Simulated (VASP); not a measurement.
# GeBi3 (Fm-3m) in VASP: a series of runs, part 2 of 2

VASP 6.6.1. Earlier steps stand in the parts before.

## 3. Single point, RPBE

Input file INCAR:

```
SYSTEM = GeBi3
PREC     = Accurate       ! precision mode
ENCUT    = 520            ! plane-wave cutoff, eV
EDIFF    = 1E-7           ! SCF threshold, eV
ISMEAR   = 0              ! smearing method
SIGMA    = 0.1            ! smearing width, eV
LREAL    = .False.        ! projectors in reciprocal space
LASPH    = .True.         ! aspherical terms in the spheres
NELM     = 80             ! most SCF steps
ALGO     = Normal         ! electronic algorithm
ISIF     = 2              ! what is computed and relaxed
LWAVE    = .False.        ! write WAVECAR
LCHARG   = .True.         ! write CHGCAR
GGA      = RP             ! functional
LELF     = .True.         ! ELF
LVHAR    = .True.       
NBANDS   = 38             ! bands
```

Input file KPOINTS:

```
regular mesh
0
Gamma
  6 6 6
  0 0 0
```

Input file POSCAR:

```
GeBi3
1.0
    0.0000000000      3.8668210000      3.8668210000
    3.8668210000      0.0000000000      3.8668210000
    3.8668210000      3.8668210000      0.0000000000
Bi Ge
3 1
Direct
    0.5000000000      0.5000000000      0.5000000000
    0.7500000000      0.7500000000      0.7500000000
    0.2500000000      0.2500000000      0.2500000000
    0.0000000000      0.0000000000      0.0000000000
```

Potentials or basis: VASP PAW PBE potentials, release 64 (Bi_d, Ge_d).

Launch:

```console
> cat potpaw_PBE.64/Bi_d/POTCAR potpaw_PBE.64/Ge_d/POTCAR > POTCAR
> mpirun -np 1 vasp_std > vasp.out
```

Wall time 43 s (1 thread of Intel Xeon Platinum 8559C (Emerald Rapids), shared host); peak memory 0.27 GiB.

The run converged. Its results:

| Item | Value |
| --- | --- |
| Free energy | -13.5012 eV |
| Pressure | 2.4 GPa |
| Band gap on the k mesh | zero (an odd number of electrons rules out a gap without spin polarisation) |

Levels at points of the mesh, in eV from the Fermi level:
```csv
k point,band 25,band 26,band 27,band 28,band 29,band 30,band 31,band 32,band 33,band 34
"(0.00, 0.00, 0.00)",-2.27,-2.27,-2.27,-2.08,-2.08,-2.08,-1.30,-1.30,-1.30,3.76
"(0.50, 0.00, 0.00)",-3.20,-3.20,-2.67,-2.67,-1.23,-0.97,2.13,2.13,2.26,2.26
"(0.50, 0.50, 0.00)",-4.94,-4.94,-0.32,-0.29,1.20,1.20,1.32,1.32,2.04,2.13
```

Caveat: the PAW data sets were made with another functional, which shifts forces and pressure a little; spin-orbit coupling is left out, which moves the levels of the heavy elements.

## 4. Single point, PBEsol

Input file INCAR:

```
  ALGO = Normal
  EDIFF = 1E-6
  ENCUT = 520
  GGA = PS
  ISIF = 2
  ISMEAR = 1
  LASPH = True
  LCHARG = False
  LREAL = False
  LWAVE = False
  NBANDS = 38
  NELM = 100
  PREC = Accurate
  SIGMA = 0.1
```

Input file KPOINTS:

```
k-points
0
Gamma
  6 6 6
```

POSCAR is that of step 3.

Potentials or basis: VASP PAW PBE potentials, release 64 (Bi_d, Ge_d).

Launch:

```console
> cat potpaw_PBE.64/Bi_d/POTCAR potpaw_PBE.64/Ge_d/POTCAR > POTCAR
> mpirun -np 1 vasp_std > vasp.out
```

OUTCAR:

```text
EDIFF = 1E-6
   ENCUT = 520
   GGA = PS
   ISIF = 2
   ISMEAR = 1
   LASPH = True
   LREAL = False
   NELM = 100
   PREC = Accurate

 ion  position               nearest neighbor table
   1  0.500  0.500  0.500-   3 3.35   3 3.35   3 3.35   2 3.35   3 3.35   2 3.35   2 3.35   2 3.35

   2  0.750  0.750  0.750-   1 3.35   1 3.35   1 3.35   1 3.35   4 3.35   4 3.35   4 3.35   4 3.35
                             3 3.87   3 3.87   3 3.87   3 3.87   3 3.87   3 3.87
[... 848 lines left out ...]
  FORCE on cell =-STRESS in cart. coord.  units (eV):
  Direction    XX          YY          ZZ          XY          YZ          ZX
  --------------------------------------------------------------------------------------
  -------------------------------------------------------------------------------------
  Total       -1.3011672     -1.3011672     -1.3011672      0.0000000      0.0000000      0.0000000
  in kB      -18.0281633    -18.0281633    -18.0281633      0.0000000      0.0000000      0.0000000
  external PRESSURE =     -18.0281633 kB  Pullay stress =       0.0000000 kB

 VOLUME and BASIS-vectors are now :
 -----------------------------------------------------------------------------
  energy-cutoff  :      520.00
  volume of cell :      115.64
      direct lattice vectors                 reciprocal lattice vectors
     0.000000000  3.866821000  3.866821000    -0.129305184  0.129305184  0.129305184
     3.866821000  0.000000000  3.866821000     0.129305184 -0.129305184  0.129305184
     3.866821000  3.866821000  0.000000000     0.129305184  0.129305184 -0.129305184

 POSITION                                       TOTAL-FORCE (eV/Angst)
 -----------------------------------------------------------------------------------
      3.86682      3.86682      3.86682        -0.000000     -0.000000     -0.000000
      5.80023      5.80023      5.80023         0.000000      0.000000     -0.000000
      1.93341      1.93341      1.93341        -0.000000     -0.000000      0.000000
      0.00000      0.00000      0.00000        -0.000000     -0.000000     -0.000000
 -----------------------------------------------------------------------------------
    total drift:                               -0.000000     -0.000000      0.000000

  FREE ENERGIE OF THE ION-ELECTRON SYSTEM (eV)
  ---------------------------------------------------
  free  energy   TOTEN  =       -16.8155949557 eV

  energy  without entropy=      -16.8116604493  energy(sigma->0) =      -16.81428345
```

stdout:

```text
POSCAR found type information on POSCAR BiGe
 POSCAR found :  2 types and       4 ions
 scaLAPACK will be used
 -----------------------------------------------------------------------------
|                                                                             |
|                                                                             |
|     You enforced a specific xc type in the INCAR file but a different       |
|     I HOPE YOU KNOW WHAT YOU ARE DOING!                                     |
|                                                                             |
 -----------------------------------------------------------------------------

 LDA part: xc-table for (Slater+PW92), standard interpolation
 POSCAR, INCAR and KPOINTS ok, starting setup
 FFT: planning ... GRIDC
 FFT: planning ... GRID_SOFT
 FFT: planning ... GRID
 WAVECAR not read
 entering main loop
```

Wall time 37 s (1 thread of Intel Xeon Platinum 8559C (Emerald Rapids), shared host); peak memory 0.27 GiB.

What came out:

```
Free energy            : -16.8156 eV
Pressure               : -1.8 GPa
Band gap on the k mesh : zero (an odd number of electrons rules out a gap without spin polarisation)
```

Caveat: the PAW data sets were made with another functional, which shifts forces and pressure a little; spin-orbit coupling is left out, which moves the levels of the heavy elements.

## 5. Summary

| level | k mesh | smearing | gap on the mesh (eV) | pressure (GPa) |
| --- | --- | --- | --- | --- |
| PBE | 3 × 3 × 3 | fermi-dirac 0.02 eV | none | -0.4 |
| RPBE | 6 × 6 × 6 | gaussian 0.1 eV | none | 2.4 |
| PBEsol | 6 × 6 × 6 | methfessel-paxton 0.1 eV | none | -1.8 |

Alike in all rows: task single point; potentials or basis VASP PAW PBE potentials, release 64 (Bi_d, Ge_d); no spin polarisation; cell as given; cutoff (eV) 520.

Caveats: some runs use coarse meshes; spin-orbit coupling is left out, which moves the levels of the heavy elements; the PAW data sets were made with another functional, which shifts forces and pressure a little (at least some runs).

Absolute energies hang on the potentials; compare differences alone.
